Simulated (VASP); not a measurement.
# Bi2Te3 (R-3m) in VASP: single point with PBE

Aim: the single point of Bi2Te3 with PBE.

All numbers are computed with VASP 6.6.1; they aren't measurements. Logs are shortened: lines on timing, memory, paths and dates and some standing lists are left out, and cuts for length are marked.

### 1 The cell of the first run

The structure is trigonal, space group R-3m (No. 166). Conventional cell: a = 4.241 Å, b = 4.241 Å, c = 29.305 Å, α = 90.00°, β = 90.00°, γ = 120.00°. Within 4.0 Å of Bi (site symmetry 3m) lie 6 Te at 3.01 to 3.15 Å. Te (site symmetry -3m) has 6 Bi at 3.15 Å within 4.1 Å. Te (site symmetry 3m) has 3 Bi at 3.01 Å and 3 Te at 3.35 Å within 4.0 Å.

### 2 Single point, PBE

INCAR reads:

```
PREC     = Accurate       # precision mode
ENCUT    = 520            # plane-wave cutoff, eV
EDIFF    = 1E-6           # SCF threshold, eV
ISMEAR   = 0              # smearing method
SIGMA    = 0.05           # smearing width, eV
LREAL    = F              # projectors in reciprocal space
LASPH    = T              # aspherical terms in the spheres
NELM     = 80             # most SCF steps
ALGO     = Normal         # electronic algorithm
ISIF     = 2              # what is computed and relaxed
LWAVE    = F              # write WAVECAR
LCHARG   = F              # write CHGCAR
GGA      = PE             # functional
NBANDS   = 32             # bands
```

KPOINTS reads:

```
Automatic mesh
0
Gamma
  8 8 8
```

POSCAR reads:

```
Bi2Te3
1.0
    2.1206070711      1.2243330633      9.7682328125
   -2.1206070711      1.2243330633      9.7682328125
    0.0000000000     -2.4486661267      9.7682328125
Bi Te
2 3
Direct
    0.4011269372      0.4011269372      0.4011269372
    0.5988730628      0.5988730628      0.5988730628
    0.0000000000      0.0000000000      0.0000000000
    0.2056996164      0.2056996164      0.2056996164
    0.7943003836      0.7943003836      0.7943003836
```

Potentials or basis: VASP PAW PBE potentials, release 64 (Bi_d, Te).

Started as:

```console
cat potpaw_PBE.64/Bi_d/POTCAR potpaw_PBE.64/Te/POTCAR > POTCAR
mpirun -np 1 vasp_std > vasp.out
```

OUTCAR:

```text
PREC = Accurate
   ENCUT = 520
   EDIFF = 1E-6
   ISMEAR = 0
   LREAL = F
   LASPH = T
   NELM = 80
   ISIF = 2
   GGA = PE

 ion  position               nearest neighbor table
   1  0.401  0.401  0.401-   5 3.01   5 3.01   5 3.01   3 3.15   3 3.15   3 3.15
   2  0.599  0.599  0.599-   4 3.01   4 3.01   4 3.01   3 3.15   3 3.15   3 3.15
   3  0.000  0.000  0.000-   2 3.15   1 3.15   2 3.15   2 3.15   1 3.15   1 3.15
   4  0.206  0.206  0.206-   2 3.01   2 3.01   2 3.01   5 3.35   5 3.35   5 3.35
   5  0.794  0.794  0.794-   1 3.01   1 3.01   1 3.01   4 3.35   4 3.35   4 3.35

  LATTYP: Found a trigonal (rhomboedric) cell.
 ALAT       =    10.0704686127
 COS(alpha) =     0.9113148213

  Lattice vectors:

 A1 = (   2.1206070711,   1.2243330633,   9.7682328125)
 A2 = (  -2.1206070711,   1.2243330633,   9.7682328125)
 A3 = (   0.0000000000,  -2.4486661267,   9.7682328125)

Analysis of symmetry for initial positions (statically):
=====================================================================
 Subroutine PRICEL returns:
 Original cell was already a primitive cell.

 Routine SETGRP: Setting up the symmetry group for a
 trigonal (rhombohedral) supercell.

 Subroutine GETGRP returns: Found 12 space group operations
 (whereof 12 operations were pure point group operations)
 out of a pool of 12 trial point group operations.

The static configuration has the point symmetry D_3d.

Analysis of symmetry for dynamics (positions and initial velocities):
=====================================================================
 Subroutine PRICEL returns:
 Original cell was already a primitive cell.

 Routine SETGRP: Setting up the symmetry group for a
 trigonal (rhombohedral) supercell.

 Subroutine GETGRP returns: Found 12 space group operations
 (whereof 12 operations were pure point group operations)
 out of a pool of 12 trial point group operations.

The dynamic configuration has the point symmetry D_3d.

 Subroutine INISYM returns: Found 12 space group operations
 (whereof 12 operations are pure point group operations),
 and found     1 'primitive' translations

----------------------------------------------------------------------------------------

                                     Primitive cell

  volume of cell :     152.1693

  direct lattice vectors                    reciprocal lattice vectors
     2.120607071  1.224333063  9.768232813     0.235781540  0.136128535  0.034124221
    -2.120607071  1.224333063  9.768232813    -0.235781540  0.136128535  0.034124221
     0.000000000 -2.448666127  9.768232813     0.000000000 -0.272257071  0.034124221

  length of vectors
    10.070468613 10.070468613 10.070468613     0.274387272  0.274387272  0.274387272

  position of ions in fractional coordinates (direct lattice)
     0.401126937  0.401126937  0.401126937
     0.598873063  0.598873063  0.598873063
     0.000000000  0.000000000  0.000000000
     0.205699616  0.205699616  0.205699616
     0.794300384  0.794300384  0.794300384

  ion indices of the primitive-cell ions
   primitive index   ion index
                 1           1
                 2           2
                 3           3
                 4           4
                 5           5

----------------------------------------------------------------------------------------

 KPOINTS: Automatic mesh

Automatic generation of k-mesh.
 Grid dimensions read from file:
 generate k-points for:    8    8    8

 Generating k-lattice:

  Cartesian coordinates                     Fractional coordinates (reciprocal lattice)
     0.029472692  0.017016067  0.004265528     0.125000000  0.000000000  0.000000000
    -0.029472692  0.017016067  0.004265528     0.000000000  0.125000000  0.000000000
     0.000000000 -0.034032134  0.004265528     0.000000000  0.000000000  0.125000000

  Length of vectors
     0.034298409  0.034298409  0.034298409

  Shift w.r.t. Gamma in fractional coordinates (k-lattice)
     0.000000000  0.000000000  0.000000000

 Subroutine IBZKPT returns following result:
 ===========================================

 Found     65 irreducible k-points:

 Following reciprocal coordinates:
            Coordinates               Weight
  0.000000  0.000000  0.000000      1.000000
  0.125000 -0.000000  0.000000      6.000000
  0.250000 -0.000000  0.000000      6.000000
  0.375000 -0.000000  0.000000      6.000000
  0.500000 -0.000000  0.000000      3.000000
  0.125000  0.125000  0.000000      6.000000
[... 16 lines left out ...]
  0.250000  0.125000  0.125000      6.000000
  0.375000  0.125000  0.125000      6.000000
 [... further k-points ...]
   k-points           NKPTS =     65   k-points in BZ     NKDIM =     65   number of bands    NBANDS=     32
   number of dos      NEDOS =    301   number of ions     NIONS =      5
   total plane-waves  NPLWV = 512000
   dimension x,y,z NGX =    80 NGY =   80 NGZ =   80
   dimension x,y,z NGXF=   160 NGYF=  160 NGZF=  160
   ions per type =               2   3
   NGX,Y,Z   is equivalent  to a cutoff of  13.21, 13.21, 13.21 a.u.
   NGXF,Y,Z  is equivalent  to a cutoff of  26.41, 26.41, 26.41 a.u.
 SYSTEM =  unknown system
   PREC   = accura    normal or accurate (medium, high low for compatibility)
   ISTART =      0    job   : 0-new  1-cont  2-samecut
   ICHARG =      2    charge: 1-file 2-atom 10-const
   ISPIN  =      1    spin polarized calculation?
   LNONCOLLINEAR =      F non collinear calculations
   LSORBIT =      F    spin-orbit coupling
   LASPH  =      T    aspherical Exc in radial PAW
   ENCUT  =  520.0 eV  38.22 Ry    6.18 a.u.  18.72 18.72 18.72*2*pi/ulx,y,z
   NELM   =     80;   NELMIN=  2; NELMDL= -5     # of ELM steps
   EDIFF  = 0.1E-05   stopping-criterion for ELM
   LREAL  =      F    real-space projection
   EDIFFG = 0.1E-04   stopping-criterion for IOM
   NSW    =      0    number of steps for IOM
   IBRION =     -1    ionic relax: 0-MD 1-quasi-New 2-CG
   NFREE  =      0    steps in history (QN), initial steepest desc. (CG)
   ISIF   =      2    stress and relaxation
   ISYM   =      2    0-nonsym 1-usesym 2-fastsym
   POTIM  = 0.5000    time-step for ionic-motion
   TEBEG  =    0.0;   TEEND  =   0.0 temperature during run
   PSTRESS=    0.0 pullay stress
   NELECT =      48.0000    total number of electrons
   NUPDOWN=      -1.0000    fix difference up-down
   EMIN   =  10.00;   EMAX   =-10.00  energy-range for DOS
   EFERMI =   0.00;   METHOD = LEGACY
   ISMEAR =     0;   SIGMA  =   0.05  broadening in eV -4-tet -1-fermi 0-gaus
   EFERMI_NEDOS =   21; number of points for ismear=-14 and -15
   IALGO  =     38    algorithm
   IMIX   =      4    mixing-type and parameters
     AMIX     =   0.40;   BMIX     =  1.00
     AMIX_MAG =   1.60;   BMIX_MAG =  1.00
  volume/ion in A,a.u.               =      30.43       205.38
  Fermi-wavevector in a.u.,A,eV,Ry     =   1.114413  2.105936 16.897302  1.241917
  Thomas-Fermi vector in A             =   2.251008
   LORBIT       =      0    0 simple, 1 ext, 2 COOP (PROOUT), +10 PAW based schemes
   GGA     = PE    functional components
   LHFCALC =     F    Hartree Fock is set to
   AEXX    =    0.0000 exact exchange contribution
   IVDW    =     0    specifies the selected vdW correction
   LEPSILON=     F    determine dielectric tensor
   LRPA    =     F    only Hartree local field effects (RPA)
 non-spin polarized calculation
 Gauss-broadening in eV      SIGMA  =   0.05
  energy-cutoff  :      520.00
  volume of cell :      152.17
 maximum number of plane-waves:      4120
 NGX is ok and might be reduce to    80
   NGX = 37   NGY = 37   NGZ = 37

 number of electron      48.0000005 magnetization

 Free energy of the ion-electron system (eV)
  ---------------------------------------------------
  ext. energy  EPLUGINS =         0.00000000
  ---------------------------------------------------
  free energy    TOTEN  =       -17.84012103 eV

  energy without entropy =      -17.84012040  energy(sigma->0) =      -17.84012071

 E-fermi :   7.9169     XC(G=0):  -9.8355

 val. band max:        7.8034159368   @ k =   0.0000   0.0000   0.0000
 cond. band min:       8.0304802923   @ k =   0.0000   0.0000   0.0000
 fundamental gap:      0.2270643555
 Fermi energy:         7.9169475385

 k-point     1 :       0.0000    0.0000    0.0000
  band No.  band energies     occupation
      1     -15.6600      2.00000
      2     -15.6600      2.00000
      3     -15.6576      2.00000
      4     -15.6576      2.00000
      5     -15.6457      2.00000
      6     -15.6435      2.00000
[... 24 lines left out ...]
     31      12.1512      0.00000
     32      12.5403      0.00000

 k-point     2 :       0.1250   -0.0000    0.0000
  band No.  band energies     occupation
      1     -15.6622      2.00000
      2     -15.6594      2.00000
      3     -15.6579      2.00000
      4     -15.6556      2.00000
      5     -15.6441      2.00000
      6     -15.6422      2.00000
[... 24 lines left out ...]
     31      11.6722      0.00000
     32      12.2732      0.00000

 k-point     3 :       0.2500   -0.0000    0.0000
  band No.  band energies     occupation
      1     -15.6681      2.00000
      2     -15.6645      2.00000
      3     -15.6546      2.00000
      4     -15.6519      2.00000
      5     -15.6450      2.00000
      6     -15.6418      2.00000
[... 24 lines left out ...]
     31      11.8897      0.00000
     32      12.9340      0.00000

 k-point     4 :       0.3750   -0.0000    0.0000
  band No.  band energies     occupation
      1     -15.6746      2.00000
      2     -15.6700      2.00000
      3     -15.6535      2.00000
      4     -15.6497      2.00000
      5     -15.6475      2.00000
      6     -15.6442      2.00000
[... 654 lines left out ...]
     31      12.0880      0.00000
     32      12.6316      0.00000

 k-point    23 :       0.2500    0.1250    0.1250
  band No.  band energies     occupation
      1     -15.6622      2.00000
      2     -15.6594      2.00000
      3     -15.6579      2.00000
      4     -15.6556      2.00000
      5     -15.6441      2.00000
      6     -15.6423      2.00000
[... 24 lines left out ...]
     31      11.6227      0.00000
     32      12.4828      0.00000

 k-point    24 :       0.3750    0.1250    0.1250
  band No.  band energies     occupation
      1     -15.6681      2.00000
      2     -15.6645      2.00000
      3     -15.6546      2.00000
      4     -15.6519      2.00000
      5     -15.6450      2.00000
      6     -15.6418      2.00000
[... 24 lines left out ...]
     31      11.9016      0.00000
     32      12.6966      0.00000

 [... further k-points ...]

------------------------ aborting loop because EDIFF is reached ----------------------------------------

  FORCE on cell =-STRESS in cart. coord.  units (eV):
  Direction    XX          YY          ZZ          XY          YZ          ZX
  --------------------------------------------------------------------------------------
  -------------------------------------------------------------------------------------
  Total        7.5682260      7.5682260      7.5697723      0.0000000     -0.0000000      0.0000000
  in kB       79.6851954     79.6851954     79.7014757      0.0000000     -0.0000000      0.0000000
  external PRESSURE =      79.6906221 kB  Pullay stress =       0.0000000 kB

 VOLUME and BASIS-vectors are now :
 -----------------------------------------------------------------------------
  energy-cutoff  :      520.00
  volume of cell :      152.17
      direct lattice vectors                 reciprocal lattice vectors
     2.120607071  1.224333063  9.768232813     0.235781540  0.136128535  0.034124221
    -2.120607071  1.224333063  9.768232813    -0.235781540  0.136128535  0.034124221
     0.000000000 -2.448666127  9.768232813     0.000000000 -0.272257071  0.034124221

 POSITION                                       TOTAL-FORCE (eV/Angst)
 -----------------------------------------------------------------------------------
      0.00000     -0.00000     11.75490         0.000000      0.000000     -0.008527
      0.00000     -0.00000     17.54979         0.000000     -0.000000      0.008527
      0.00000      0.00000      0.00000         0.000000      0.000000     -0.000000
      0.00000     -0.00000      6.02797         0.000000      0.000000     -0.017132
      0.00000     -0.00000     23.27673         0.000000     -0.000000      0.017132
 -----------------------------------------------------------------------------------
    total drift:                                0.000000     -0.000000     -0.000000

  FREE ENERGIE OF THE ION-ELECTRON SYSTEM (eV)
  ---------------------------------------------------
  free  energy   TOTEN  =       -17.8401210313 eV

  energy  without entropy=      -17.8401203959  energy(sigma->0) =      -17.84012071
```

It took 20 min on 1 thread of Intel Xeon Platinum 8375C at 2.90GHz (Ice Lake), shared host; peak memory 1 GiB.

What came out:

```
Free energy            : -17.8401 eV
Pressure               : 8.0 GPa
Largest force          : 0.017 eV/Å
Band gap on the k mesh : 0.23 eV, direct
```

Forces in eV/Å, atoms in the order of the input:
```
Bi   0.000  0.000 -0.009
Bi   0.000  0.000  0.009
Te   0.000  0.000  0.000
Te   0.000  0.000 -0.017
Te   0.000  0.000  0.017
```

Levels at points of the mesh, in eV from the valence-band top:
| k point | band 20 | band 21 | band 22 | band 23 | band 24 | band 25 | band 26 | band 27 | band 28 | band 29 |
| --- | --- | --- | --- | --- | --- | --- | --- | --- | --- | --- |
| (0.00, 0.00, 0.00) | -2.07 | -2.07 | -1.10 | -1.10 | 0.00 | 0.23 | 0.30 | 0.30 | 2.03 | 2.10 |
| (0.50, 0.00, 0.00) | -3.64 | -3.59 | -3.23 | -1.13 | -0.53 | 0.35 | 0.58 | 2.47 | 2.76 | 2.96 |
| (0.50, 0.50, 0.00) | -2.64 | -2.48 | -2.18 | -2.10 | -1.12 | 0.34 | 1.49 | 2.05 | 2.52 | 2.62 |
| (0.50, 0.50, 0.50) | -1.65 | -1.65 | -1.60 | -1.60 | -0.60 | 0.99 | 1.03 | 1.03 | 1.40 | 1.40 |

Caveat: spin-orbit coupling is left out, which moves the levels of the heavy elements. A k mesh can miss the band edges.
